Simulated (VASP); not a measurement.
# AlP (F-43m) in VASP: further runs

AlP is run at these levels: PBEsol; tasks: single point.

Program: VASP 6.6.1. These are calculated values, not measurements. Logs are shortened: lines on timing, memory, paths and dates and some standing lists are left out, and cuts for length are marked.

**1. The cell of the first run**

It takes space group F-43m (No. 216, cubic). The conventional cell has a = 5.302 Å, b = 5.302 Å, c = 5.302 Å, α = 90.00°, β = 90.00°, γ = 90.00°. Within 3.0 Å of Al (site symmetry -43m) lie 4 P at 2.30 Å. Within 3.0 Å of P (site symmetry -43m) lie 4 Al at 2.30 Å.

**2. Single point, PBEsol**

INCAR reads:

```
ALGO = Normal
EDIFF = 1E-6
ENCUT = 500
GGA = PS
GGA_COMPAT = False
ISIF = 2
ISMEAR = 0
LASPH = True
LCHARG = True
LELF = True
LREAL = False
LVHAR = True
LWAVE = False
NBANDS = 11
NELM = 120
PREC = Accurate
SIGMA = 0.01
```

KPOINTS reads:

```
k-points
0
Gamma
  5 5 5
```

POSCAR reads:

```
AlP
1.0
    0.0000000000      2.6507908459      2.6507908459
    2.6507908459      0.0000000000      2.6507908459
    2.6507908459      2.6507908459      0.0000000000
Al P
1 1
Direct
    0.0000000000      0.0000000000      0.0000000000
    0.2500000000      0.2500000000      0.2500000000
```

Potentials or basis: VASP PAW PBE potentials, release 64 (Al, P).

Launch:

```sh
$ cat potpaw_PBE.64/Al/POTCAR potpaw_PBE.64/P/POTCAR > POTCAR
$ mpirun -np 1 vasp_std > vasp.out
```

OUTCAR:

```text
EDIFF = 1E-6
   ENCUT = 500
   GGA = PS
   ISIF = 2
   ISMEAR = 0
   LASPH = True
   LREAL = False
   NELM = 120
   PREC = Accurate

 ion  position               nearest neighbor table
   1  0.000  0.000  0.000-   2 2.30   2 2.30   2 2.30   2 2.30
   2  0.250  0.250  0.250-   1 2.30   1 2.30   1 2.30   1 2.30

  LATTYP: Found a face centered cubic cell.
 ALAT       =     5.3015816918

  Lattice vectors:

 A1 = (   0.0000000000,   2.6507908459,   2.6507908459)
 A2 = (   2.6507908459,   0.0000000000,   2.6507908459)
 A3 = (   2.6507908459,   2.6507908459,   0.0000000000)

Analysis of symmetry for initial positions (statically):
=====================================================================
 Subroutine PRICEL returns:
 Original cell was already a primitive cell.

 Routine SETGRP: Setting up the symmetry group for a
 face centered cubic supercell.

 Subroutine GETGRP returns: Found 24 space group operations
 (whereof 24 operations were pure point group operations)
 out of a pool of 48 trial point group operations.

The static configuration has the point symmetry T_d .

Analysis of symmetry for dynamics (positions and initial velocities):
=====================================================================
 Subroutine PRICEL returns:
 Original cell was already a primitive cell.

 Routine SETGRP: Setting up the symmetry group for a
 face centered cubic supercell.

 Subroutine GETGRP returns: Found 24 space group operations
 (whereof 24 operations were pure point group operations)
 out of a pool of 48 trial point group operations.

The dynamic configuration has the point symmetry T_d .

 Subroutine INISYM returns: Found 24 space group operations
 (whereof 24 operations are pure point group operations),
 and found     1 'primitive' translations

----------------------------------------------------------------------------------------

                                     Primitive cell

  volume of cell :      37.2526

  direct lattice vectors                    reciprocal lattice vectors
     0.000000000  2.650790846  2.650790846    -0.188622954  0.188622954  0.188622954
     2.650790846  0.000000000  2.650790846     0.188622954 -0.188622954  0.188622954
     2.650790846  2.650790846  0.000000000     0.188622954  0.188622954 -0.188622954

  length of vectors
     3.748784365  3.748784365  3.748784365     0.326704540  0.326704540  0.326704540

  position of ions in fractional coordinates (direct lattice)
[... 70 lines left out ...]
   ISIF   =      2    stress and relaxation
   ISYM   =      2    0-nonsym 1-usesym 2-fastsym
   POTIM  = 0.5000    time-step for ionic-motion
   TEBEG  =    0.0;   TEEND  =   0.0 temperature during run
   PSTRESS=    0.0 pullay stress
   NELECT =       8.0000    total number of electrons
   NUPDOWN=      -1.0000    fix difference up-down
   EMIN   =  10.00;   EMAX   =-10.00  energy-range for DOS
   EFERMI =   0.00;   METHOD = LEGACY
   ISMEAR =     0;   SIGMA  =   0.01  broadening in eV -4-tet -1-fermi 0-gaus
   EFERMI_NEDOS =   21; number of points for ismear=-14 and -15
   IALGO  =     38    algorithm
   IMIX   =      4    mixing-type and parameters
     AMIX     =   0.40;   BMIX     =  1.00
     AMIX_MAG =   1.60;   BMIX_MAG =  1.00
  volume/ion in A,a.u.               =      18.63       125.70
  Fermi-wavevector in a.u.,A,eV,Ry     =   0.980361  1.852614 13.076664  0.961108
  Thomas-Fermi vector in A             =   2.111285
   LORBIT       =      0    0 simple, 1 ext, 2 COOP (PROOUT), +10 PAW based schemes
   GGA     = PS    functional components
   LHFCALC =     F    Hartree Fock is set to
   AEXX    =    0.0000 exact exchange contribution
   IVDW    =     0    specifies the selected vdW correction
   LEPSILON=     F    determine dielectric tensor
   LRPA    =     F    only Hartree local field effects (RPA)
 non-spin polarized calculation
 Gauss-broadening in eV      SIGMA  =   0.01
  energy-cutoff  :      500.00
  volume of cell :       37.25
 maximum number of plane-waves:       958
   NGX = 13   NGY = 13   NGZ = 13

 number of electron       8.0000000 magnetization

 Free energy of the ion-electron system (eV)
  ---------------------------------------------------
  ext. energy  EPLUGINS =         0.00000000
  ---------------------------------------------------
  free energy    TOTEN  =       -10.85648798 eV

  energy without entropy =      -10.85648798  energy(sigma->0) =      -10.85648798

 E-fermi :   5.4433     XC(G=0):  -9.7029

 val. band max:        5.3951141626   @ k =   0.0000   0.0000   0.0000
 cond. band min:       6.9267875803   @ k =   0.4000   0.4000   0.0000
 fundamental gap:      1.5316734178
 Fermi energy:         5.4433054473

 k-point     1 :       0.0000    0.0000    0.0000
  band No.  band energies     occupation
      1      -6.6691      2.00000
      2       5.3951      2.00000
      3       5.3951      2.00000
      4       5.3951      2.00000
      5       9.3512      0.00000
      6      10.0163      0.00000
      7      10.0163      0.00000
      8      10.0163      0.00000
      9      14.2865      0.00000
     10      14.2865      0.00000
     11      16.1278      0.00000
[... 113 lines left out ...]
 k-point    10 :      -0.4000    0.4000    0.2000
  band No.  band energies     occupation
      1      -4.2027      2.00000
      2       0.3051      2.00000
      3       1.9285      2.00000
      4       2.9431      2.00000
      5       9.2889      0.00000
      6      10.5946      0.00000
      7      11.2905      0.00000
      8      14.3300      0.00000
      9      15.4978      0.00000
     10      17.1220      0.00000
     11      20.1635      0.00000

------------------------ aborting loop because EDIFF is reached ----------------------------------------

  FORCE on cell =-STRESS in cart. coord.  units (eV):
  Direction    XX          YY          ZZ          XY          YZ          ZX
  --------------------------------------------------------------------------------------
  -------------------------------------------------------------------------------------
  Total        2.3615913      2.3615913      2.3615913     -0.0000000     -0.0000000      0.0000000
  in kB      101.5684763    101.5684763    101.5684763     -0.0000000     -0.0000000      0.0000000
  external PRESSURE =     101.5684763 kB  Pullay stress =       0.0000000 kB

 VOLUME and BASIS-vectors are now :
 -----------------------------------------------------------------------------
  energy-cutoff  :      500.00
  volume of cell :       37.25
      direct lattice vectors                 reciprocal lattice vectors
     0.000000000  2.650790846  2.650790846    -0.188622954  0.188622954  0.188622954
     2.650790846  0.000000000  2.650790846     0.188622954 -0.188622954  0.188622954
     2.650790846  2.650790846  0.000000000     0.188622954  0.188622954 -0.188622954

 POSITION                                       TOTAL-FORCE (eV/Angst)
 -----------------------------------------------------------------------------------
      0.00000      0.00000      0.00000         0.000000      0.000000      0.000000
      1.32540      1.32540      1.32540        -0.000000     -0.000000     -0.000000
 -----------------------------------------------------------------------------------
    total drift:                                0.000000      0.000000      0.000000

  FREE ENERGIE OF THE ION-ELECTRON SYSTEM (eV)
  ---------------------------------------------------
  free  energy   TOTEN  =       -10.8564879809 eV

  energy  without entropy=      -10.8564879809  energy(sigma->0) =      -10.85648798
```

OSZICAR:

```text
N       E                     dE             d eps       ncg     rms          rms(c)
DAV:   1     0.101090865271E+02    0.10109E+02   -0.26724E+03   220   0.511E+02
DAV:   2    -0.104817855127E+02   -0.20591E+02   -0.19946E+02   284   0.959E+01
DAV:   3    -0.112692589509E+02   -0.78747E+00   -0.78638E+00   274   0.169E+01
DAV:   4    -0.112763485610E+02   -0.70896E-02   -0.70890E-02   252   0.194E+00
DAV:   5    -0.112764789304E+02   -0.13037E-03   -0.13037E-03   284   0.248E-01    0.481E+00
DAV:   6    -0.109279160822E+02    0.34856E+00   -0.57262E-01   246   0.289E+00    0.303E+00
DAV:   7    -0.108588019941E+02    0.69114E-01   -0.24687E-01   264   0.202E+00    0.140E+00
DAV:   8    -0.108565409051E+02    0.22611E-02   -0.14792E-02   258   0.607E-01    0.146E-01
DAV:   9    -0.108564496915E+02    0.91214E-04   -0.75561E-04   250   0.149E-01    0.496E-02
DAV:  10    -0.108564820908E+02   -0.32399E-04   -0.50170E-05   247   0.378E-02    0.162E-02
DAV:  11    -0.108564879026E+02   -0.58117E-05   -0.99188E-06   267   0.174E-02    0.166E-02
DAV:  12    -0.108564879809E+02   -0.78362E-07   -0.14000E-06   163   0.525E-03
   1 F= -.10856488E+02 E0= -.10856488E+02  d E =-.111045E-13
```

Run time: 4.5 s. Hardware: 1 thread of Intel Xeon Platinum 8375C at 2.90GHz (Ice Lake), shared host; peak memory 0.14 GiB.

What came out:

```yaml
Free_energy: -10.8565 eV
Pressure: 10.2 GPa
Band_gap_on_the_k_mesh: 1.53 eV, indirect (least direct gap 3.70 eV)
```

Levels at points of the mesh, in eV from the valence-band top:
| k point | band 1 | band 2 | band 3 | band 4 | band 5 | band 6 | band 7 | band 8 | band 9 |
| --- | --- | --- | --- | --- | --- | --- | --- | --- | --- |
| (0.00, 0.00, 0.00) | -12.06 | 0.00 | 0.00 | 0.00 | 3.96 | 4.62 | 4.62 | 4.62 | 8.89 |

Caveat: the PAW data sets were made with another functional, which shifts forces and pressure a little. A k mesh can miss the band edges.

**3. Single point, PBEsol**

This run uses another cell than the first one, of 19.44 Å³/atom, 1.043 times its volume.

INCAR reads:

```
  PREC = Accurate
  ENCUT = 500
  EDIFF = 1E-6
  ISMEAR = 0
  SIGMA = 0.01
  LREAL = F
  LASPH = T
  NELM = 120
  ALGO = Normal
  ISIF = 2
  LWAVE = F
  LCHARG = F
  GGA = PS
  NBANDS = 11
  GGA_COMPAT = F
```

KPOINTS reads:

```
regular mesh
0
Gamma
  5 5 5
```

POSCAR reads:

```
AlP
1.0
    0.0000000000      2.6886644034      2.6886644034
    2.6886644034      0.0000000000      2.6886644034
    2.6886644034      2.6886644034      0.0000000000
Al P
1 1
Direct
    0.0000000000      0.0000000000      0.0000000000
    0.2500000000      0.2500000000      0.2500000000
```

Potentials or basis: VASP PAW PBE potentials, release 64 (Al, P).

Launch:

```sh
$ cat potpaw_PBE.64/Al/POTCAR potpaw_PBE.64/P/POTCAR > POTCAR
$ mpirun -np 1 vasp_std > vasp.out
```

Wall time 4.6 s (1 thread of Intel Xeon Platinum 8375C at 2.90GHz (Ice Lake), shared host); peak memory 0.14 GiB.

It converged, with:

```
Free energy            : -10.9334 eV
Pressure               : 5.2 GPa
Band gap on the k mesh : 1.61 eV, indirect (least direct gap 3.59 eV)
```

Levels at points of the mesh, in eV from the valence-band top:
| k point | band 1 | band 2 | band 3 | band 4 | band 5 | band 6 | band 7 | band 8 |
| --- | --- | --- | --- | --- | --- | --- | --- | --- |
| (0.00, 0.00, 0.00) | -11.80 | 0.00 | 0.00 | 0.00 | 3.59 | 4.56 | 4.56 | 4.56 |

Caveat: the PAW data sets were made with another functional, which shifts forces and pressure a little.
